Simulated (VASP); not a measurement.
## HfRu5: relaxation of cell and atoms with PBE

The system is HfRu5.

```
Hf Ru
1.0
     0.00000    3.59655    3.59655
     3.59655    0.00000    3.59655
     3.59655    3.59655    0.00000
Hf Ru
1 5
Direct
  0.00000 0.00000 0.00000
  0.37526 0.87423 0.37526
  0.37526 0.37526 0.37526
  0.87423 0.37526 0.37526
  0.37526 0.37526 0.87423
  0.75000 0.75000 0.75000
```

The cell was generated, and may not be a known phase.

```json
{
  "Program": "VASP 6.6.1",
  "Task": "relaxation of cell and atoms",
  "Functional": "PBE",
  "Potentials or basis": "VASP PAW PBE potentials, release 64 (Hf_pv, Ru_pv)",
  "Cutoff": "600 eV",
  "k mesh": "10 × 10 × 10",
  "Occupations": "gaussian, width 0.1 eV",
  "Spin": "no spin polarisation",
  "Dipole correction": "no",
  "Further INCAR settings": "ALGO = Fast; EDIFF = 1e-07; IBRION = 2; EDIFFG = -0.01; NSW = 100; ISIF = 3"
}
```

| Quantity | Value |
| --- | --- |
| Relaxed volume | 15.50 Å³/atom |
| Relaxed cell | a = 5.085 Å, b = 5.085 Å, c = 5.085 Å, α = 60.00°, β = 60.00°, γ = 60.00° |
| Space group after relaxing (to 0.1 Å) | F-43m (No. 216) |
| Energy gained by relaxing | 0.1 meV/atom |
| Ionic steps | 3 |
| Pressure after relaxing | 0.0 GPa |
| Band gap on the k mesh | zero (bands 40 and 41 overlap by 0.40 eV) |

The path:
| step | energy change (eV) | largest force (eV/Å) | pressure (GPa) | volume (Å³) |
| --- | --- | --- | --- | --- |
| 1 | 0.0000 | 0.1224 | -0.08 | 93.04 |
| 2 | -0.0002 | 0.1068 | 0.19 | 92.94 |
| 3 | -0.0008 | 0.0009 | 0.03 | 92.99 |

Final structure:
```
CELL_PARAMETERS angstrom
0.00000 3.59583 3.59583
3.59583 0.00000 3.59583
3.59583 3.59583 0.00000
ATOMIC_POSITIONS crystal
Hf 0.00000 0.00000 0.00000
Ru 0.37551 0.87346 0.37551
Ru 0.37551 0.37551 0.37551
Ru 0.87346 0.37551 0.37551
Ru 0.37551 0.37551 0.87346
Ru 0.75000 0.75000 0.75000
```

Levels at points of the mesh, in eV from the Fermi level:
```csv
k point,band 36,band 37,band 38,band 39,band 40,band 41,band 42,band 43,band 44,band 45
"(0.00, 0.00, 0.00)",-0.48,-0.46,-0.46,-0.22,-0.22,-0.22,1.35,1.35,1.35,2.54
"(0.50, 0.00, 0.00)",-1.03,-0.53,-0.53,-0.36,-0.33,-0.17,-0.17,0.11,0.11,2.02
"(0.50, 0.50, 0.00)",-2.24,-1.08,-0.59,-0.49,-0.49,-0.22,0.28,0.29,0.29,0.68
```

Wall time 42 min on 1 thread of Intel Xeon 8259CL, on a shared host, peak memory 0.36 GiB.

Caveat: spin-orbit coupling is left out, which moves the levels of the heavy elements.
